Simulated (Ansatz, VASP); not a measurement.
# One calculation of HgTe, two programs

The input INCAR:

```
SYSTEM = HgTe
PREC = Accurate
ENCUT = 520
EDIFF = 1E-7
ISMEAR = -1
SIGMA = 0.03
LREAL = .False.
LASPH = .True.
NELM = 80
ALGO = Normal
ISIF = 2
LWAVE = .False.
LCHARG = .True.
LELF = .True.
LVHAR = .True.
NBANDS = 16
```

Contents of KPOINTS:

```
Automatic mesh
0
Gamma
  11 11 11
  0 0 0
```

POSCAR

```
HgTe
1.0
    0.0322350000      3.2396175000      3.2396175000
    3.2396175000      0.0322350000      3.2396175000
    3.2396175000      3.2396175000      0.0322350000
Hg Te
1 1
Direct
    0.0000000000      0.0000000000      0.0000000000
    0.7500000000      0.7500000000      0.7500000000
```

Input for Ansatz:

```yaml
crystal:
  lattice:
    - [0.032235, 3.2396175, 3.2396175]
    - [3.2396175, 0.032235, 3.2396175]
    - [3.2396175, 3.2396175, 0.032235]
  atoms:
    - { symbol: Hg, position: [0.0, 0.0, 0.0] }
    - { symbol: Te, position: [0.75, 0.75, 0.75] }
kpoints:
  mp_grid: { grid: [11, 11, 11] }
  band_path:
    path:
      - [0.0, 0.0, 0.0]
      - [-0.5, -0.5, -0.5]
      - [-0.5, -0.247543133, -0.752456867]
      - [-0.247543133, 0.247543133, -0.5]
      - [0.0, 0.0, -0.5]
      - [0.0, 0.0, 0.0]
      - [0.0, 0.3737715665, -0.3737715665]
      - [-0.3737715665, 0.0, -0.6262284335]
      - [-0.5, 0.0, -0.5]
    npoints: 5
scf:
  occupations: { method: fermi_dirac, width: 0.03 }
hamiltonian:
  xc: lda
  pseudopotentials: { kind: all_electron, lapw: { basis_error: 0.0005 } }
output:
  forces: true
  stress: true
  eigenvalues: true
```

Change from the starting cell: equal xy, yz and zx shear strains of +1 %.

Alike in both runs: task single point; functional LDA; k mesh 11 × 11 × 11; occupations fermi-dirac, width 0.03 eV; no spin polarisation.

```csv
,VASP,Ansatz
version,VASP 6.6.1,Ansatz 0.2.0
potentials or method,"VASP PAW LDA potentials, release 64 (Hg, Te), cutoff 520 eV","all-electron LAPW, scalar-relativistic"
```

```tsv
	VASP	Ansatz	Ansatz less VASP
pressure (GPa)	0.0	-0.2	-0.25
traceless stress, the component that is largest in VASP (GPa)	-0.41	-0.39	+0.010
rms of the force components (eV/Å)	0.053	0.050	-0.0031
```

LDA's correlation is that of Perdew and Zunger in VASP and of Perdew and Wang (1992) in Ansatz. Atom by atom the forces differ by 0.003 eV/Å (rms over components). Ansatz ran all-electron here, and VASP with PAW potentials.

Spin-orbit coupling is off throughout.
